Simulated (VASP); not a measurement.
# Zn3Br2 (P-3m1) in VASP: further runs, part 2 of 2

VASP 6.6.1. The steps go on from the part before.

## Step 3: Single point, PBE

This run uses another cell than the first one, of 25.08 Å³/atom, 1.263 times its volume.

Contents of INCAR:

```
SYSTEM = Zn3Br2
PREC = Accurate
ENCUT = 520
EDIFF = 1E-6
ISMEAR = 0
SIGMA = 0.1
LREAL = .False.
LASPH = .True.
NELM = 100
ALGO = Normal
ISIF = 2
LWAVE = .False.
LCHARG = .False.
GGA = PE
NBANDS = 33
```

Contents of KPOINTS:

```
Automatic mesh
0
Gamma
  6 6 4
  0 0 0
```

Contents of POSCAR:

```
Zn3Br2
1.0
    3.6536396055      0.0000000000      0.0000000000
   -1.8268198027      3.1641447146      0.0000000000
    0.0000000000      0.0000000000     10.8457668876
Zn Br
3 2
Direct
    0.0000000000      0.0000000000      0.0000000000
    0.3333333333      0.6666666667      0.8365224611
    0.6666666667      0.3333333333      0.1634775389
    0.3333333333      0.6666666667      0.3070012120
    0.6666666667      0.3333333333      0.6929987880
```

Potentials or basis: VASP PAW PBE potentials, release 64 (Zn, Br).

Run with:

```
> cat potpaw_PBE.64/Zn/POTCAR potpaw_PBE.64/Br/POTCAR > POTCAR
> mpirun -np 1 vasp_std > vasp.out
```

It took 1.7 min on 1 thread of AMD EPYC 7R43 (Zen 3), shared host; peak memory 0.24 GiB.

The run converged. Its results:

- Free energy: -8.1361 eV
- Pressure: 0.1 GPa
- Largest force: 0.020 eV/Å
- Band gap on the k mesh: zero (band 25 reaches 1.08 eV, above the bottom of band 26 at 0.33 eV)

Forces in eV/Å, atoms in the order of the input:
```
Zn   0.000  0.000  0.000
Zn   0.000  0.000  0.015
Zn   0.000  0.000 -0.015
Br   0.000  0.000  0.020
Br   0.000  0.000 -0.020
```

Levels at points of the mesh, in eV from the Fermi level:
| k point | band 21 | band 22 | band 23 | band 24 | band 25 | band 26 | band 27 | band 28 | band 29 | band 30 |
| --- | --- | --- | --- | --- | --- | --- | --- | --- | --- | --- |
| (0.00, 0.00, 0.00) | -1.61 | -1.61 | -1.59 | -1.59 | -0.63 | 2.50 | 4.35 | 6.41 | 6.41 | 6.52 |
| (0.50, 0.00, 0.00) | -3.64 | -2.46 | -2.38 | -2.05 | -1.67 | 1.22 | 1.39 | 3.86 | 4.10 | 5.58 |
| (0.00, 0.00, 0.50) | -1.61 | -1.61 | -1.59 | -1.59 | -1.03 | 3.00 | 4.11 | 6.42 | 6.42 | 6.52 |
| (0.50, 0.00, 0.50) | -3.67 | -2.43 | -2.41 | -2.13 | -1.72 | 1.36 | 1.49 | 3.68 | 4.12 | 5.37 |

Caveat: this functional lacks dispersion, which binds the layers, so the pressure and a relaxed spacing across them are unreliable.

## Step 4: Single point, PBE

This run uses another cell than the first one, of 25.44 Å³/atom, 1.281 times its volume.

Contents of INCAR:

```
PREC = Accurate
ENCUT = 520
EDIFF = 1E-6
ISMEAR = 0
SIGMA = 0.1
LREAL = False
LASPH = True
NELM = 60
ALGO = Normal
ISIF = 2
LWAVE = False
LCHARG = False
GGA = PE
NBANDS = 33
```

Contents of KPOINTS:

```
Automatic mesh
0
Gamma
  12 12 4
```

Contents of POSCAR:

```
Zn3Br2
1.0
    3.6122821519      0.0000000000      0.0000000000
   -1.8061410759      3.1283281092      0.0000000000
    0.0000000000      0.0000000000     11.2560704106
Zn Br
3 2
Direct
    0.0000000000      0.0000000000      0.0000000000
    0.3333333333      0.6666666667      0.8352887188
    0.6666666667      0.3333333333      0.1647112812
    0.3333333333      0.6666666667      0.3042821019
    0.6666666667      0.3333333333      0.6957178981
```

Potentials or basis: VASP PAW PBE potentials, release 64 (Zn, Br).

Run with:

```
> cat potpaw_PBE.64/Zn/POTCAR potpaw_PBE.64/Br/POTCAR > POTCAR
> mpirun -np 1 vasp_std > vasp.out
```

OUTCAR:

```text
PREC = Accurate
   ENCUT = 520
   EDIFF = 1E-6
   ISMEAR = 0
   LREAL = False
   LASPH = True
   NELM = 60
   ISIF = 2
   GGA = PE

 ion  position               nearest neighbor table
   1  0.000  0.000  0.000-   2 2.79   3 2.79   2 2.79   3 2.79   3 2.79   2 2.79
   2  0.333  0.667  0.835-   5 2.61   5 2.61   5 2.61   1 2.79   1 2.79   1 2.79
   3  0.667  0.333  0.165-   4 2.61   4 2.61   4 2.61   1 2.79   1 2.79   1 2.79
   4  0.333  0.667  0.304-   3 2.61   3 2.61   3 2.61
   5  0.667  0.333  0.696-   2 2.61   2 2.61   2 2.61

  LATTYP: Found a hexagonal cell.
[... 1068 lines left out ...]
  -------------------------------------------------------------------------------------
  Total        0.0977502      0.0977502      0.1206022      0.0000000      0.0000000     -0.0000000
  in kB        1.2312538      1.2312538      1.5190958      0.0000000      0.0000000     -0.0000000
  external PRESSURE =       1.3272011 kB  Pullay stress =       0.0000000 kB

 VOLUME and BASIS-vectors are now :
 -----------------------------------------------------------------------------
  energy-cutoff  :      520.00
  volume of cell :      127.20
      direct lattice vectors                 reciprocal lattice vectors
     3.612282152  0.000000000  0.000000000     0.276833303  0.159829782  0.000000000
    -1.806141076  3.128328109  0.000000000     0.000000000  0.319659564  0.000000000
     0.000000000  0.000000000 11.256070411     0.000000000  0.000000000  0.088840951

 POSITION                                       TOTAL-FORCE (eV/Angst)
 -----------------------------------------------------------------------------------
      0.00000      0.00000      0.00000        -0.000000      0.000000      0.000000
     -0.00000      2.08555      9.40207        -0.000000     -0.000000      0.011050
      1.80614      1.04278      1.85400         0.000000      0.000000     -0.011050
     -0.00000      2.08555      3.42502        -0.000000     -0.000000      0.022763
      1.80614      1.04278      7.83105        -0.000000      0.000000     -0.022763
 -----------------------------------------------------------------------------------
    total drift:                                0.000000      0.000000      0.000000

  FREE ENERGIE OF THE ION-ELECTRON SYSTEM (eV)
  ---------------------------------------------------
  free  energy   TOTEN  =        -8.0768765710 eV

  energy  without entropy=       -8.0708760358  energy(sigma->0) =       -8.07387630
```

stdout:

```text
POSCAR found type information on POSCAR ZnBr
 POSCAR found :  2 types and       5 ions
 scaLAPACK will be used
 LDA part: xc-table for (Slater+PW92), standard interpolation
 POSCAR, INCAR and KPOINTS ok, starting setup
 FFT: planning ... GRIDC
 FFT: planning ... GRID_SOFT
 FFT: planning ... GRID
 WAVECAR not read
 entering main loop
```

It took 5 min on 1 thread of AMD EPYC 7R43 (Zen 3), shared host; peak memory 0.35 GiB.

Results:

* Free energy: -8.0769 eV
* Pressure: 0.1 GPa
* Largest force: 0.023 eV/Å
* Band gap on the k mesh: zero (band 25 reaches 0.96 eV, above the bottom of band 26 at 0.29 eV)

Forces on the atoms (eV/Å):
```
Zn   0.000  0.000  0.000
Zn   0.000  0.000  0.011
Zn   0.000  0.000 -0.011
Br   0.000  0.000  0.023
Br   0.000  0.000 -0.023
```

Levels at points of the mesh, in eV from the Fermi level:
```csv
k point,band 21,band 22,band 23,band 24,band 25,band 26,band 27,band 28,band 29,band 30
"(0.00, 0.00, 0.00)",-1.48,-1.48,-1.48,-1.48,-0.86,2.46,4.37,6.30,6.71,6.71
"(0.50, 0.00, 0.00)",-3.61,-2.36,-2.31,-2.08,-1.68,1.14,1.36,3.83,4.33,5.31
"(0.00, 0.00, 0.50)",-1.48,-1.48,-1.48,-1.48,-1.18,2.95,4.07,6.30,6.71,6.71
"(0.50, 0.00, 0.50)",-3.64,-2.35,-2.32,-2.14,-1.71,1.24,1.44,3.68,4.34,5.11
```

Caveat: this functional lacks dispersion, which binds the layers, so the pressure and a relaxed spacing across them are unreliable.

## Step 5: Summary

```tsv
cell	k mesh	gap on the mesh (eV)	pressure (GPa)	largest force (eV/Å)
a = 4.192, b = 4.192, c = 6.522 Å, angles 90.0, 90.0, 120.0°, 5 atoms	6 × 6 × 4	none	16.2	1.15
a = 3.654, b = 3.654, c = 10.846 Å, angles 90.0, 90.0, 120.0°, 5 atoms	6 × 6 × 4	none	0.1	0.02
a = 3.612, b = 3.612, c = 11.256 Å, angles 90.0, 90.0, 120.0°, 5 atoms	12 × 12 × 4	none	0.1	0.02
```

Alike in all rows: task single point; level PBE; potentials or basis VASP PAW PBE potentials, release 64 (Zn, Br); no spin polarisation; cutoff (eV) 520; smearing gaussian 0.1 eV.

Caveats: this functional lacks dispersion, which binds the layers, so the pressure and a relaxed spacing across them are unreliable (some runs); forces of over 1 eV/Å act on the atoms, so gaps and moduli don't describe the material at rest (some runs).

Absolute energies hang on the potentials; compare differences alone.
